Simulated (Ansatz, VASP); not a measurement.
Re: VASP beside Ansatz

Contents of INCAR:

```
SYSTEM = Re
ALGO     = Normal         ! electronic algorithm
EDIFF    = 1E-6           ! SCF threshold, eV
ENCUT    = 520            ! plane-wave cutoff, eV
GGA      = PE             ! functional
ISIF     = 2              ! what is computed and relaxed
ISMEAR   = 0              ! smearing method
LASPH    = .True.         ! aspherical terms in the spheres
LCHARG   = .False.        ! write CHGCAR
LREAL    = .False.        ! projectors in reciprocal space
LWAVE    = .False.        ! write WAVECAR
NBANDS   = 10             ! bands
NELM     = 100            ! most SCF steps
PREC     = Accurate       ! precision mode
SIGMA    = 0.15           ! smearing width, eV
```

The input KPOINTS:

```
k-points
0
Gamma
  10 10 10
  0 0 0
```

File POSCAR:

```
Re
1.0
    0.0000000000      2.2967932169      1.4451422921
    2.2967932169      0.0000000000      1.4451422921
    2.2967932169      2.2967932169      0.0000000000
Re
1
Direct
    0.0000000000      0.0000000000      0.0000000000
```

Input for Ansatz:

```yaml
crystal:
  lattice:
    - [0.0, 2.2967932169, 1.4451422921]
    - [2.2967932169, 0.0, 1.4451422921]
    - [2.2967932169, 2.2967932169, 0.0]
  atoms:
    - { symbol: Re, position: [0.0, 0.0, 0.0] }
basis:
  ecutwfc: 420
kpoints:
  mp_grid: { grid: [10, 10, 10] }
hamiltonian:
  xc: pbe
scf:
  occupations: { method: gaussian, width: 0.15 }
output:
  forces: true
  stress: true
  eigenvalues: true
```

Alike in both runs: task single point; functional PBE; k mesh 10 × 10 × 10; occupations gaussian, width 0.15 eV; no spin polarisation.

|  | VASP | Ansatz |
| --- | --- | --- |
| version | VASP 6.6.1 | Ansatz 0.2.0 |
| potentials or method | VASP PAW PBE potentials, release 64 (Re), cutoff 520 eV | scalar-relativistic, plane waves, PAW |
| valence electrons in the cell | 7 | 15 |

Ansatz gave:

- gap on the k mesh at the Fermi level (eV): none
- pressure (GPa): -2.5
- traceless stress, the component that is largest in VASP (GPa): 3.42

Q: Estimate VASP's values.

A: gap on the k mesh at the Fermi level (eV): none; pressure (GPa): -3.0; traceless stress, the component that is largest in VASP (GPa): 3.23.

A gap of «none» marks a metal or a gap that the smearing closes. VASP's potentials hold 7 valence electrons a cell and Ansatz's 15, so a difference there can come from the potentials and not from the codes.

Neither program's run includes spin-orbit coupling.
